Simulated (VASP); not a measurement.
Set up this calculation in VASP 6.6.1, as the native input.

```
Task                   : single point
Functional             : PBE
Dispersion             : D3(BJ)
Potentials or basis    : VASP PAW PBE potentials, release 64 (Bi_d)
Cutoff                 : 520 eV
k mesh                 : 18 × 18 × 18
Occupations            : gaussian, width 0.15 eV
Spin                   : no spin polarisation
Dipole correction      : no
Further INCAR settings : ALGO = Fast; EDIFF = 1e-06; NBANDS = 14
```

The structure of Bi lies in POSCAR:

```
Bi
1.0
   -2.0439920303      2.0439920303      1.8968246041
    2.0439920303     -2.0439920303      1.8968246041
    2.0439920303      2.0439920303     -1.8968246041
Bi
1
Direct
    0.0000000000      0.0000000000      0.0000000000
```

These files were run (other wordings do the same):

INCAR

```
SYSTEM = Bi
PREC = Accurate
ENCUT = 520
EDIFF = 1E-6
ISMEAR = 0
SIGMA = 0.15
LREAL = .FALSE.
LASPH = .TRUE.
NELM = 60
ALGO = Fast
ISIF = 2
LWAVE = .FALSE.
LCHARG = .FALSE.
GGA = PE
IVDW = 12
NBANDS = 14
```

KPOINTS

```
Automatic mesh
0
G
  18 18 18
  0 0 0
```

Potentials or basis: VASP PAW PBE potentials, release 64 (Bi_d).

Launch:

```console
$ cat potpaw_PBE.64/Bi_d/POTCAR > POTCAR
$ mpirun -np 1 vasp_std > vasp.out
```

Results of the run:

The pressure is -2.6 GPa, the band gap on the k mesh is zero (an odd number of electrons rules out a gap without spin polarisation) and the dispersion energy per atom is -0.498 eV.

Caveat: spin-orbit coupling is left out, which moves the levels of the heavy elements.

It took 110 s on 1 thread of AMD EPYC 9R45 96-Core Processor (Zen 5), with other jobs on the host, peak memory 0.29 GiB.
